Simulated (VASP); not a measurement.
# NaCl (Fm-3m) in VASP: single point with LDA

Aim: the single point of NaCl with LDA.

Program: VASP 6.6.1. These are calculated values, not measurements. Logs are shortened: lines on timing, memory, paths and dates and some standing lists are left out, and cuts for length are marked.

## Step 1: The cell of the first run

Symmetry: Fm-3m, No. 225, cubic system. Conventional cell: a = 5.620 Å, b = 5.620 Å, c = 5.620 Å, α = 90.00°, β = 90.00°, γ = 90.00°. Within 3.7 Å of Na (site symmetry m-3m) lie 6 Cl at 2.81 Å. Within 3.7 Å of Cl (site symmetry m-3m) lie 6 Na at 2.81 Å.

## Step 2: Single point, LDA

Contents of INCAR:

```
ALGO = Normal ; EDIFF = 1E-6
ENCUT = 500 ; GGA = CA
GGA_COMPAT = F ; ISIF = 2
ISMEAR = 1 ; LASPH = T
LCHARG = T ; LELF = T
LREAL = F ; LVHAR = T
LWAVE = F ; NBANDS = 14
NELM = 120 ; PREC = Accurate
SIGMA = 0.01
```

Contents of KPOINTS:

```
k-points
0
Gamma
  5 5 5
```

Contents of POSCAR:

```
NaCl
1.0
    0.0000000000      2.8100000000      2.8100000000
    2.8100000000      0.0000000000      2.8100000000
    2.8100000000      2.8100000000      0.0000000000
Na Cl
1 1
Direct
    0.0000000000      0.0000000000      0.0000000000
    0.5000000000      0.5000000000      0.5000000000
```

Potentials or basis: VASP PAW LDA potentials, release 64 (Na_pv, Cl).

Command:

```bash
$ cat potpaw_LDA.64/Na_pv/POTCAR potpaw_LDA.64/Cl/POTCAR > POTCAR
$ mpirun -np 1 vasp_std > vasp.out
```

OUTCAR:

```text
EDIFF = 1E-6
   ENCUT = 500
   GGA = CA
   ISIF = 2
   ISMEAR = 1
   LASPH = T
   LREAL = F
   NELM = 120
   PREC = Accurate

 ion  position               nearest neighbor table
   1  0.000  0.000  0.000-
   2  0.500  0.500  0.500-

  LATTYP: Found a face centered cubic cell.
 ALAT       =     5.6200000000

  Lattice vectors:

 A1 = (   0.0000000000,   2.8100000000,   2.8100000000)
 A2 = (   2.8100000000,   0.0000000000,   2.8100000000)
 A3 = (   2.8100000000,   2.8100000000,   0.0000000000)

Analysis of symmetry for initial positions (statically):
=====================================================================
 Subroutine PRICEL returns:
 Original cell was already a primitive cell.

 Routine SETGRP: Setting up the symmetry group for a
 face centered cubic supercell.

 Subroutine GETGRP returns: Found 48 space group operations
 (whereof 48 operations were pure point group operations)
 out of a pool of 48 trial point group operations.

The static configuration has the point symmetry O_h .

Analysis of symmetry for dynamics (positions and initial velocities):
=====================================================================
 Subroutine PRICEL returns:
 Original cell was already a primitive cell.

 Routine SETGRP: Setting up the symmetry group for a
 face centered cubic supercell.

 Subroutine GETGRP returns: Found 48 space group operations
 (whereof 48 operations were pure point group operations)
 out of a pool of 48 trial point group operations.

The dynamic configuration has the point symmetry O_h .

 Subroutine INISYM returns: Found 48 space group operations
 (whereof 48 operations are pure point group operations),
 and found     1 'primitive' translations

----------------------------------------------------------------------------------------

                                     Primitive cell

  volume of cell :      44.3761

  direct lattice vectors                    reciprocal lattice vectors
     0.000000000  2.810000000  2.810000000    -0.177935943  0.177935943  0.177935943
     2.810000000  0.000000000  2.810000000     0.177935943 -0.177935943  0.177935943
     2.810000000  2.810000000  0.000000000     0.177935943  0.177935943 -0.177935943

  length of vectors
     3.973940110  3.973940110  3.973940110     0.308194094  0.308194094  0.308194094

  position of ions in fractional coordinates (direct lattice)
     0.000000000  0.000000000  0.000000000
     0.500000000  0.500000000  0.500000000

  ion indices of the primitive-cell ions
   primitive index   ion index
                 1           1
                 2           2

----------------------------------------------------------------------------------------

 KPOINTS: k-points

Automatic generation of k-mesh.
 Grid dimensions read from file:
 generate k-points for:    5    5    5

 Generating k-lattice:

  Cartesian coordinates                     Fractional coordinates (reciprocal lattice)
    -0.035587189  0.035587189  0.035587189     0.200000000  0.000000000  0.000000000
     0.035587189 -0.035587189  0.035587189     0.000000000  0.200000000  0.000000000
     0.035587189  0.035587189 -0.035587189     0.000000000  0.000000000  0.200000000

  Length of vectors
     0.061638819  0.061638819  0.061638819

  Shift w.r.t. Gamma in fractional coordinates (k-lattice)
     0.000000000  0.000000000  0.000000000

 Subroutine IBZKPT returns following result:
 ===========================================

 Found     10 irreducible k-points:

 Following reciprocal coordinates:
            Coordinates               Weight
  0.000000  0.000000  0.000000      1.000000
  0.200000  0.000000  0.000000      8.000000
  0.400000  0.000000  0.000000      8.000000
  0.200000  0.200000  0.000000      6.000000
  0.400000  0.200000  0.000000     24.000000
 -0.400000  0.200000  0.000000     24.000000
 -0.200000  0.200000  0.000000     12.000000
  0.400000  0.400000  0.000000      6.000000
 -0.400000  0.400000  0.000000     12.000000
 -0.400000  0.400000  0.200000     24.000000
   k-points           NKPTS =     10   k-points in BZ     NKDIM =     10   number of bands    NBANDS=     14
   number of dos      NEDOS =    301   number of ions     NIONS =      2
   total plane-waves  NPLWV =  27000
   dimension x,y,z NGX =    30 NGY =   30 NGZ =   30
   dimension x,y,z NGXF=    60 NGYF=   60 NGZF=   60
   ions per type =               1   1
   NGX,Y,Z   is equivalent  to a cutoff of  12.55, 12.55, 12.55 a.u.
   NGXF,Y,Z  is equivalent  to a cutoff of  25.10, 25.10, 25.10 a.u.
 SYSTEM =  unknown system
   PREC   = accura    normal or accurate (medium, high low for compatibility)
   ISTART =      0    job   : 0-new  1-cont  2-samecut
   ICHARG =      2    charge: 1-file 2-atom 10-const
   ISPIN  =      1    spin polarized calculation?
   LNONCOLLINEAR =      F non collinear calculations
   LSORBIT =      F    spin-orbit coupling
   LASPH  =      T    aspherical Exc in radial PAW
   ENCUT  =  500.0 eV  36.75 Ry    6.06 a.u.   7.25  7.25  7.25*2*pi/ulx,y,z
   NELM   =    120;   NELMIN=  2; NELMDL= -5     # of ELM steps
   EDIFF  = 0.1E-05   stopping-criterion for ELM
   LREAL  =      F    real-space projection
   EDIFFG = 0.1E-04   stopping-criterion for IOM
   NSW    =      0    number of steps for IOM
   IBRION =     -1    ionic relax: 0-MD 1-quasi-New 2-CG
   NFREE  =      0    steps in history (QN), initial steepest desc. (CG)
   ISIF   =      2    stress and relaxation
   ISYM   =      2    0-nonsym 1-usesym 2-fastsym
   POTIM  = 0.5000    time-step for ionic-motion
   TEBEG  =    0.0;   TEEND  =   0.0 temperature during run
   PSTRESS=    0.0 pullay stress
   NELECT =      14.0000    total number of electrons
   NUPDOWN=      -1.0000    fix difference up-down
   EMIN   =  10.00;   EMAX   =-10.00  energy-range for DOS
   EFERMI =   0.00;   METHOD = LEGACY
   ISMEAR =     1;   SIGMA  =   0.01  broadening in eV -4-tet -1-fermi 0-gaus
   EFERMI_NEDOS =   21; number of points for ismear=-14 and -15
   IALGO  =     38    algorithm
   IMIX   =      4    mixing-type and parameters
     AMIX     =   0.40;   BMIX     =  1.00
     AMIX_MAG =   1.60;   BMIX_MAG =  1.00
  volume/ion in A,a.u.               =      22.19       149.73
  Fermi-wavevector in a.u.,A,eV,Ry     =   1.114469  2.106040 16.898985  1.242040
  Thomas-Fermi vector in A             =   2.251064
   LORBIT       =      0    0 simple, 1 ext, 2 COOP (PROOUT), +10 PAW based schemes
   GGA     = CA    functional components
   LHFCALC =     F    Hartree Fock is set to
   AEXX    =    0.0000 exact exchange contribution
   IVDW    =     0    specifies the selected vdW correction
   LEPSILON=     F    determine dielectric tensor
   LRPA    =     F    only Hartree local field effects (RPA)
 non-spin polarized calculation
 Methfessel and Paxton  Order N= 1 SIGMA  =   0.01
  energy-cutoff  :      500.00
  volume of cell :       44.38
 maximum number of plane-waves:      1139
 NGX is ok and might be reduce to    30
   NGX = 15   NGY = 15   NGZ = 15

 number of electron      14.0000005 magnetization

 Free energy of the ion-electron system (eV)
  ---------------------------------------------------
  ext. energy  EPLUGINS =         0.00000000
  ---------------------------------------------------
  free energy    TOTEN  =        -7.36266737 eV

  energy without entropy =       -7.36268128  energy(sigma->0) =       -7.36267201

 E-fermi :  -0.8787     XC(G=0):  -8.7669

 val. band max:       -0.8871533486   @ k =   0.0000   0.0000   0.0000
 cond. band min:       3.8507306684   @ k =   0.0000   0.0000   0.0000
 fundamental gap:      4.7378840169
 Fermi energy:        -0.8787345599

 k-point     1 :       0.0000    0.0000    0.0000
  band No.  band energies     occupation
      1     -21.6458      2.00000
      2     -21.6458      2.00000
      3     -21.6458      2.00000
      4     -13.4957      2.00000
      5      -0.8872      2.00000
      6      -0.8872      2.00000
      7      -0.8872      2.00000
      8       3.8507      0.00000
      9       9.9691      0.00000
     10       9.9691      0.00000
     11       9.9691      0.00000
     12      12.2126      0.00000
     13      12.2126      0.00000
     14      13.6010      0.00000

 k-point     2 :       0.2000    0.0000    0.0000
  band No.  band energies     occupation
      1     -21.6572      2.00000
      2     -21.6466      2.00000
      3     -21.6466      2.00000
      4     -13.3739      2.00000
      5      -1.7527      2.00000
      6      -0.9884      2.00000
      7      -0.9884      2.00000
      8       4.9701      0.00000
      9       8.9749      0.00000
     10      10.2896      0.00000
     11      10.2896      0.00000
     12      11.8858      0.00000
     13      11.8858      0.00000
     14      14.5982      0.00000

 k-point     3 :       0.4000    0.0000    0.0000
  band No.  band energies     occupation
      1     -21.6753      2.00000
      2     -21.6480      2.00000
      3     -21.6480      2.00000
      4     -13.1655      2.00000
      5      -2.7888      2.00000
      6      -1.1427      2.00000
      7      -1.1427      2.00000
      8       5.9694      0.00000
      9       9.1905      0.00000
     10       9.9033      0.00000
     11       9.9033      0.00000
     12      13.7896      0.00000
     13      13.8768      0.00000
     14      13.8768      0.00000
[... 86 lines left out ...]
 k-point     9 :      -0.4000    0.4000    0.0000
  band No.  band energies     occupation
      1     -21.6658      2.00000
      2     -21.6602      2.00000
      3     -21.6533      2.00000
      4     -13.0690      2.00000
      5      -2.4819      2.00000
      6      -1.9239      2.00000
      7      -1.4503      2.00000
      8       6.8208      0.00000
      9       7.5482      0.00000
     10       9.5987      0.00000
     11      11.9895      0.00000
     12      12.5122      0.00000
     13      15.0138      0.00000
     14      16.3980      0.00000

 k-point    10 :      -0.4000    0.4000    0.2000
  band No.  band energies     occupation
      1     -21.6664      2.00000
      2     -21.6585      2.00000
      3     -21.6535      2.00000
      4     -13.0818      2.00000
      5      -2.4098      2.00000
      6      -1.9071      2.00000
      7      -1.5091      2.00000
      8       7.6095      0.00000
      9       8.0892      0.00000
     10       8.4443      0.00000
     11      10.9128      0.00000
     12      13.4151      0.00000
     13      14.1945      0.00000
     14      16.1277      0.00000

------------------------ aborting loop because EDIFF is reached ----------------------------------------

  FORCE on cell =-STRESS in cart. coord.  units (eV):
  Direction    XX          YY          ZZ          XY          YZ          ZX
  --------------------------------------------------------------------------------------
  -------------------------------------------------------------------------------------
  Total       -0.6161231     -0.6161231     -0.6161231      0.0000000     -0.0000000     -0.0000000
  in kB      -22.2448317    -22.2448317    -22.2448317      0.0000000     -0.0000000     -0.0000000
  external PRESSURE =     -22.2448317 kB  Pullay stress =       0.0000000 kB

 VOLUME and BASIS-vectors are now :
 -----------------------------------------------------------------------------
  energy-cutoff  :      500.00
  volume of cell :       44.38
      direct lattice vectors                 reciprocal lattice vectors
     0.000000000  2.810000000  2.810000000    -0.177935943  0.177935943  0.177935943
     2.810000000  0.000000000  2.810000000     0.177935943 -0.177935943  0.177935943
     2.810000000  2.810000000  0.000000000     0.177935943  0.177935943 -0.177935943

 POSITION                                       TOTAL-FORCE (eV/Angst)
 -----------------------------------------------------------------------------------
      0.00000      0.00000      0.00000        -0.000000     -0.000000     -0.000000
      2.81000      2.81000      2.81000         0.000000      0.000000      0.000000
 -----------------------------------------------------------------------------------
    total drift:                               -0.000000      0.000000      0.000000

  FREE ENERGIE OF THE ION-ELECTRON SYSTEM (eV)
  ---------------------------------------------------
  free  energy   TOTEN  =        -7.3626673675 eV

  energy  without entropy=       -7.3626812825  energy(sigma->0) =       -7.36267201
```

It took 16 s on 1 thread of AMD EPYC 7R13, shared host; peak memory 0.11 GiB.

Results:

| Quantity | Value |
| --- | --- |
| Free energy | -7.3627 eV |
| Pressure | -2.2 GPa |
| Band gap on the k mesh | 4.74 eV, direct |
